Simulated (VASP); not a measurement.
A run of VASP 6.6.1 is set up as follows.

INCAR

```
  PREC = Accurate
  ENCUT = 520
  EDIFF = 1E-8
  ISMEAR = -1
  SIGMA = 0.05
  LREAL = False
  LASPH = True
  NELM = 100
  ALGO = Normal
  ISIF = 2
  LWAVE = False
  LCHARG = False
  GGA = PE
  LEFG = True
  NBANDS = 25
```

Contents of KPOINTS:

```
Automatic mesh
0
Gamma
  8 8 6
```

File POSCAR:

```
CuO
1.0
    3.1754955000      0.0000000000      0.0000000000
    0.0000000000      3.1754955000      0.0000000000
    0.0000000000      0.0000000000      4.6495318700
Cu O
2 2
Direct
    0.0000000000      0.0000000000      0.0000000000
    0.5000000000      0.5000000000      0.0000000000
    0.5000000000      0.0000000000      0.2670000000
    0.0000000000      0.5000000000      0.7330000000
```

Potentials or basis: VASP PAW PBE potentials, release 64 (Cu, O).

Command:

```console
$ cat potpaw_PBE.64/Cu/POTCAR potpaw_PBE.64/O/POTCAR > POTCAR
$ mpirun -np 1 vasp_std > vasp.out
```

(1) Estimate the pressure.

(2) Estimate the largest force.

(3) What does it give for the band gap on the k mesh?

Answers

(1) 17.4 GPa.

(2) 0.818 eV/Å.

(3) zero (band 17 reaches 3.54 eV, above the bottom of band 18 at 2.69 eV).

Caveat: without QUAD_EFG the Cq values of the log hold for a quadrupole moment of 1 mb, not for the nuclei; semilocal functionals often make such compounds metallic where correlation or magnetic order opens a gap, which also shifts bond lengths.
